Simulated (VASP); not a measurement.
A run of VASP 6.6.1:

File INCAR:

```
SYSTEM = C
PREC = Accurate
ENCUT = 520
EDIFF = 1E-7
ISMEAR = 0
SIGMA = 0.05
LREAL = .False.
LASPH = .True.
NELM = 80
ALGO = Normal
ISIF = 2
LWAVE = .False.
LCHARG = .False.
GGA = PS
IVDW = 12
NBANDS = 11
```

KPOINTS

```
Automatic mesh
0
Gamma
  15 15 15
  0 0 0
```

The input POSCAR:

```
C
1.0
    1.2290461105      0.7095901028      3.2829684898
   -1.2290461105      0.7095901028      3.2829684898
    0.0000000000     -1.4191802055      3.2829684898
C
2
Direct
    0.1569378743      0.1569378743      0.1569378743
    0.8430621257      0.8430621257      0.8430621257
```

Potentials or basis: VASP PAW PBE potentials, release 64 (C).

Launch:

```bash
$ cat potpaw_PBE.64/C/POTCAR > POTCAR
$ mpirun -np 1 vasp_std > vasp.out
```

Hardware: 1 thread of Intel(R) Xeon(R) 6975P-C (Granite Rapids), on a shared host.

Estimate the wall time of this run.

Wall time 54 s on 1 thread of Intel(R) Xeon(R) 6975P-C (Granite Rapids), with other jobs on the host, peak memory 0.19 GiB. Counts: scf iterations 13, k points 344.
